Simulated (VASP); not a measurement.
Wanted: the native input for a VASP 6.6.1 run.

* Task: single point
* Functional: r2SCAN
* Potentials or basis: VASP PAW PBE potentials, release 64 (Lu)
* Cutoff: 520 eV
* k mesh: 10 × 10 × 6
* Occupations: methfessel-paxton, width 0.1 eV
* Spin: no spin polarisation
* Dipole correction: no
* Further INCAR settings: ALGO = Normal; EDIFF = 1e-06; NBANDS = 32

The system is Lu.

```
CELL_PARAMETERS angstrom
3.50482 0.00000 0.00000
-1.75241 3.03526 0.00000
0.00000 0.00000 5.46968
ATOMIC_POSITIONS crystal
Lu 0.33333 0.66667 0.25000
Lu 0.66667 0.33333 0.75000
```

One way to write it, as run:

POSCAR

```
Lu
1.0
    3.5048186286      0.0000000000      0.0000000000
   -1.7524093143      3.0352619680      0.0000000000
    0.0000000000      0.0000000000      5.4696750779
Lu
2
Direct
    0.3333333333      0.6666666667      0.2500000000
    0.6666666667      0.3333333333      0.7500000000
```

INCAR.step1

```
PREC = Accurate ; ENCUT = 520
ISMEAR = 1 ; SIGMA = 0.1
LREAL = F ; LASPH = T
NELM = 100 ; NBANDS = 32
GGA = PE ; ALGO = Normal
EDIFF = 1E-4 ; LWAVE = T
LCHARG = F
```

INCAR.step2

```
PREC = Accurate ; ENCUT = 520
EDIFF = 1E-6 ; ISMEAR = 1
SIGMA = 0.1 ; LREAL = F
LASPH = T ; NELM = 100
ALGO = Normal ; ISIF = 2
LWAVE = F ; LCHARG = F
METAGGA = R2SCAN ; LMIXTAU = T
NBANDS = 32 ; ISTART = 1
```

KPOINTS

```
regular mesh
0
Gamma
  10 10 6
```

Potentials or basis: VASP PAW PBE potentials, release 64 (Lu).

Command:

```sh
$ cat potpaw_PBE.64/Lu/POTCAR > POTCAR
$ cp INCAR.step1 INCAR
$ mpirun -np 1 vasp_std > vasp.out
$ cp INCAR.step2 INCAR
$ mpirun -np 1 vasp_std > vasp.out
```

Results of the run:

```json
{
  "Pressure": "0.0 GPa",
  "Band gap on the k mesh": "zero (bands 25 and 26 overlap by 1.99 eV)"
}
```

Caveat: the PAW data sets were made with another functional, which shifts forces and pressure a little; spin-orbit coupling is left out, which moves the levels of the heavy elements.

Wall time 6.3 min on 1 thread of AMD EPYC 7R13 Processor (Zen 3), with other jobs on the host, peak memory 0.22 GiB.
